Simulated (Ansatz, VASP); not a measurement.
## ZrB2: VASP beside Ansatz

Contents of INCAR:

```
PREC = Accurate
ENCUT = 600
EDIFF = 1E-6
ISMEAR = 0
SIGMA = 0.1
LREAL = F
LASPH = T
NELM = 100
ALGO = Normal
ISIF = 3
LWAVE = F
LCHARG = F
GGA = PE
IBRION = 2
NSW = 80
EDIFFG = -0.005
```

Contents of KPOINTS:

```
Automatic mesh
0
Gamma
  18 18 12
```

The input POSCAR:

```
ZrB2
1.0
    3.1670000000      0.0000000000      0.0000000000
   -1.5835000000      2.7427024538      0.0000000000
    0.0000000000      0.0000000000      3.5310000000
Zr B
1 2
Direct
    0.0000000000      0.0000000000      0.0000000000
    0.3333333333      0.6666666667      0.5000000000
    0.6666666667      0.3333333333      0.5000000000
```

Input for Ansatz:

```yaml
crystal:
  lattice:
    - [3.167, 0.0, 0.0]
    - [-1.5835, 2.7427024538, 0.0]
    - [0.0, 0.0, 3.531]
  atoms:
    - { symbol: Zr, position: [0.0, 0.0, 0.0] }
    - { symbol: B, position: [0.3333333333, 0.6666666667, 0.5] }
    - { symbol: B, position: [0.6666666667, 0.3333333333, 0.5] }
scf:
  occupations: { method: gaussian, width: 0.1 }
output:
  forces: true
  stress: true
  write_density: true
  write_potential: true
  elf: true
  volumetric_format: npy
kpoints:
  mp_grid: { grid: [18, 18, 12] }
hamiltonian:
  xc: pbe
relax:
  f_tol: 0.005
  cell: { stress_tol: 0.05 }
```

Alike in both runs: task relaxation of cell and atoms; functional PBE; k mesh 18 × 18 × 12; occupations gaussian, width 0.1 eV; no spin polarisation.

```csv
,VASP,Ansatz
version,VASP 6.6.1,Ansatz 0.2.0
potentials or method,"VASP PAW PBE potentials, release 64 (Zr_sv, B)","scalar-relativistic, plane waves, PAW"
plane-wave cutoff (eV),600,420
valence electrons in the cell,18,18
```

Ansatz gave:

* gap on the k mesh at the Fermi level, each at its own relaxed structure (eV): none
* relaxed volume (Å³/atom): 10.28
* relaxed cell length with the largest relative difference (Å): 3.542

Estimate VASP's values.

gap on the k mesh at the Fermi level, each at its own relaxed structure (eV): none; relaxed volume (Å³/atom): 10.29; relaxed cell length with the largest relative difference (Å): 3.543.

A gap of «none» marks a metal or a gap that the smearing closes.
